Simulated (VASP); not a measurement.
# HfPdSe2 (P4/mmm) in VASP: notebook, part 2 of 2

VASP 6.6.1.

## (3) Relaxation of cell and atoms, PBE

This run uses another cell than the first one, of 20.73 Å³/atom.

The input, INCAR:

```
SYSTEM = HfPdSe2
ALGO     = Fast           ! electronic algorithm
EDIFF    = 1E-7           ! SCF threshold, eV
EDIFFG   = -0.01          ! ionic threshold
ENCUT    = 600            ! plane-wave cutoff, eV
GGA      = PE             ! functional
IBRION   = 2              ! ionic algorithm
ISIF     = 3              ! what is computed and relaxed
ISMEAR   = 0              ! smearing method
LASPH    = .True.         ! aspherical terms in the spheres
LCHARG   = .False.        ! write CHGCAR
LREAL    = .False.        ! projectors in reciprocal space
LWAVE    = .False.        ! write WAVECAR
NELM     = 80             ! most SCF steps
NSW      = 100            ! ionic steps
PREC     = Accurate       ! precision mode
SIGMA    = 0.1            ! smearing width, eV
```

The input, KPOINTS:

```
k-points
0
Gamma
  12 12 8
  0 0 0
```

The input, POSCAR:

```
HfPdSe2
1.0
    3.7682318756      0.0000000000      0.0000000000
    0.0000000000      3.7682318756      0.0000000000
    0.0000000000      0.0000000000      5.8407331739
Hf Pd Se
1 1 2
Direct
    0.5000000000      0.5000000000      0.5000000000
    0.5000000000      0.5000000000      0.0000000000
    0.0000000000      0.0000000000      0.5000000000
    0.0000000000      0.0000000000      0.0000000000
```

Potentials or basis: VASP PAW PBE potentials, release 64 (Hf_pv, Pd, Se).

Run with:

```
cat potpaw_PBE.64/Hf_pv/POTCAR potpaw_PBE.64/Pd/POTCAR potpaw_PBE.64/Se/POTCAR > POTCAR
mpirun -np 1 vasp_std > vasp.out
```

OUTCAR:

```text
SYSTEM = HfPdSe2
   EDIFF = 1E-7
   EDIFFG = -0.01
   ENCUT = 600
   GGA = PE
   IBRION = 2
   ISIF = 3
   ISMEAR = 0
   LASPH = .True.
   LREAL = .False.
   NELM = 80
   NSW = 100
   PREC = Accurate

 ion  position               nearest neighbor table
   1  0.500  0.500  0.500-   3 2.66   3 2.66   3 2.66   3 2.66   2 2.92   2 2.92
   2  0.500  0.500  0.000-   4 2.66   4 2.66   4 2.66   4 2.66   1 2.92   1 2.92
   3  0.000  0.000  0.500-   1 2.66   1 2.66   1 2.66   1 2.66
   4  0.000  0.000  0.000-   2 2.66   2 2.66   2 2.66   2 2.66

  LATTYP: Found a simple tetragonal cell.
 ALAT       =     3.7682318756
 C/A-ratio  =     1.5499930383

  Lattice vectors:

 A1 = (   3.7682318756,   0.0000000000,   0.0000000000)
 A2 = (   0.0000000000,   3.7682318756,   0.0000000000)
 A3 = (   0.0000000000,   0.0000000000,   5.8407331739)

Analysis of symmetry for initial positions (statically):
=====================================================================
 Subroutine PRICEL returns:
 Original cell was already a primitive cell.

 Routine SETGRP: Setting up the symmetry group for a
 simple tetragonal supercell.

 Subroutine GETGRP returns: Found 16 space group operations
 (whereof 16 operations were pure point group operations)
[... 177 lines left out ...]
  -------------------------------------------------------------------------------------
  Total       -0.2869053     -0.2869053     -0.8089035      0.0000000      0.0000000     -0.0000000
  in kB       -5.5425112     -5.5425112    -15.6266067      0.0000000      0.0000000     -0.0000000
  external PRESSURE =      -8.9038764 kB  Pullay stress =       0.0000000 kB
[... 215 lines left out ...]
--------------------------------------- Ionic step        7  -------------------------------------------

 number of electron      31.9999990 magnetization

 Free energy of the ion-electron system (eV)
  ---------------------------------------------------
  ext. energy  EPLUGINS =         0.00000000
  ---------------------------------------------------
  free energy    TOTEN  =       -23.28472773 eV

  energy without entropy =      -23.27301050  energy(sigma->0) =      -23.27886912

 E-fermi :   6.4811     XC(G=0): -10.8855

 val. band max:        6.4554854192   @ k =   0.4167   0.1667   0.2500
 cond. band min:       6.4810856246   @ k =   0.3333   0.0000   0.1250
 fundamental gap:      0.0256002054
 Fermi energy:         6.4810578046

 k-point     1 :       0.0000    0.0000    0.0000
  band No.  band energies     occupation
      1     -25.7559      2.00000
      2     -25.7559      2.00000
      3     -25.6138      2.00000
      4      -9.2068      2.00000
      5      -6.9113      2.00000
      6      -0.1018      2.00000
[... 541 lines left out ...]
     19       8.3710      0.00000
     20       8.5758      0.00000

 [... further k-points ...]

------------------------ aborting loop because EDIFF is reached ----------------------------------------

  FORCE on cell =-STRESS in cart. coord.  units (eV):
  Direction    XX          YY          ZZ          XY          YZ          ZX
  --------------------------------------------------------------------------------------
  -------------------------------------------------------------------------------------
  Total        0.0044885      0.0044885     -0.0026560      0.0000000     -0.0000000      0.0000000
  in kB        0.0878491      0.0878491     -0.0519823      0.0000000     -0.0000000      0.0000000
  external PRESSURE =       0.0412386 kB  Pullay stress =       0.0000000 kB
[... 19 lines left out ...]
  FREE ENERGIE OF THE ION-ELECTRON SYSTEM (eV)
  ---------------------------------------------------
  free  energy   TOTEN  =       -23.2847277306 eV

  energy  without entropy=      -23.2730105037  energy(sigma->0) =      -23.27886912

 reached required accuracy - stopping structural energy minimisation
```

CONTCAR:

```text
HfPdSe2
   1.00000000000000
     3.7751021449736752    0.0000000000000000    0.0000000000000000
    -0.0000000000000000    3.7751021449736752    0.0000000000000000
     0.0000000000000000    0.0000000000000000    5.7440506820173409
  Hf              Pd              Se
     1     1     2
Direct
     0.5000000000000000    0.5000000000000000    0.5000000000000000
     0.5000000000000000    0.5000000000000000    0.0000000000000000
     0.0000000000000000    0.0000000000000000    0.5000000000000000
     0.0000000000000000    0.0000000000000000    0.0000000000000000

  0.00000000E+00  0.00000000E+00  0.00000000E+00
  0.00000000E+00  0.00000000E+00  0.00000000E+00
  0.00000000E+00  0.00000000E+00  0.00000000E+00
  0.00000000E+00  0.00000000E+00  0.00000000E+00
```

Wall time 33 min (1 thread of Oxide Virtual Turin-like, shared host); peak memory 0.45 GiB.

What came out:

| Property | Result |
| --- | --- |
| Free energy | -23.2847 eV |
| Relaxed volume | 20.47 Å³/atom |
| Relaxed cell | a = 3.775 Å, b = 3.775 Å, c = 5.744 Å, α = 90.00°, β = 90.00°, γ = 90.00° |
| Space group after relaxing (to 0.1 Å) | P4/mmm (No. 123) |
| Energy gained by relaxing | 1.7 meV/atom |
| Ionic steps | 7 |
| Pressure after relaxing | 0.0 GPa |
| Band gap on the k mesh | zero (bands 16 and 17 overlap by 3.39 eV) |

The path:
```csv
step,energy change (eV),largest force (eV/Å),pressure (GPa),volume (Å³)
1,0.0000,0.0000,-0.89,82.94
2,-0.0038,0.0000,0.60,81.56
3,-0.0041,0.0000,0.30,81.82
4,-0.0066,0.0000,0.21,81.75
5,-0.0069,0.0000,0.18,81.72
6,-0.0069,0.0000,-0.16,82.00
7,-0.0070,0.0000,0.00,81.86
```

Final structure:
```cif
data_structure
_symmetry_space_group_name_H-M 'P 1'
_symmetry_Int_Tables_number 1
_cell_length_a 3.7751
_cell_length_b 3.7751
_cell_length_c 5.7441
_cell_angle_alpha 90.000
_cell_angle_beta 90.000
_cell_angle_gamma 90.000
_cell_volume 81.86
loop_
_atom_site_label
_atom_site_type_symbol
_atom_site_fract_x
_atom_site_fract_y
_atom_site_fract_z
_atom_site_occupancy
Hf1 Hf 0.50000 0.50000 0.50000 1
Pd1 Pd 0.50000 0.50000 0.00000 1
Se1 Se 0.00000 0.00000 0.50000 1
Se2 Se 0.00000 0.00000 0.00000 1
```

Caveat: spin-orbit coupling is left out, which moves the levels of the heavy elements.

The gap in the log of VASP goes by the Fermi energy; the results here count the filled bands.